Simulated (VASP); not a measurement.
Wanted: the native input for a VASP 6.6.1 run.

```yaml
Task: single point
Functional: PBE
Potentials_or_basis: VASP PAW PBE potentials, release 64 (Li_sv, Ca_sv, O)
Cutoff: 520 eV
k_mesh: 6 × 6 × 4
Occupations: gaussian, width 0.1 eV
Spin: collinear spin, ferromagnetic start
Starting_moments: "[0.0, 0.0, 0.0, 1.0, 1.0] μB"
Dipole_correction: no
Further_INCAR_settings: ALGO = Normal; EDIFF = 1e-06; NBANDS = 26
```

The structure of Li2CaO2 lies in POSCAR:

```
Li2CaO2
1.0
    3.4790883300      0.0000000000      0.0000000000
   -1.7395441700      3.0129788800      0.0000000000
    0.0000000000      0.0000000000      6.4392901400
Li Ca O
2 1 2
Direct
    0.0000000000      0.0000000000      0.8337046000
    0.0000000000      0.0000000000      0.1662954000
    0.0000000000      0.0000000000      0.5000000000
    0.3333333300      0.6666666700      0.5000000000
    0.6666666700      0.3333333300      0.5000000000
```

These files were run (other wordings do the same):

INCAR

```
  PREC = Accurate
  ENCUT = 520
  EDIFF = 1E-6
  ISMEAR = 0
  SIGMA = 0.1
  LREAL = F
  LASPH = T
  NELM = 150
  ALGO = Normal
  ISIF = 2
  LWAVE = F
  LCHARG = F
  ISPIN = 2
  MAGMOM = 0 0 0 1 1
  LORBIT = 11
  GGA = PE
  NBANDS = 26
```

KPOINTS

```
regular mesh
0
Gamma
  6 6 4
```

Potentials or basis: VASP PAW PBE potentials, release 64 (Li_sv, Ca_sv, O).

The run is started by

```bash
$ cat potpaw_PBE.64/Li_sv/POTCAR potpaw_PBE.64/Ca_sv/POTCAR potpaw_PBE.64/O/POTCAR > POTCAR
$ mpirun -np 1 vasp_std > vasp.out
```

Results of the run:

The largest force is 0.665 eV/Å. The band gap on the k mesh is zero (filled and empty bands overlap), the net moment is 0.00 μB per cell and the valence electrons inside the program's atomic spheres are Li 2.07; Ca 8.82; O 5.01.

Wall time 68 s on 1 thread of AMD EPYC 7R13 Processor (Zen 3), with other jobs on the host, peak memory 0.21 GiB.
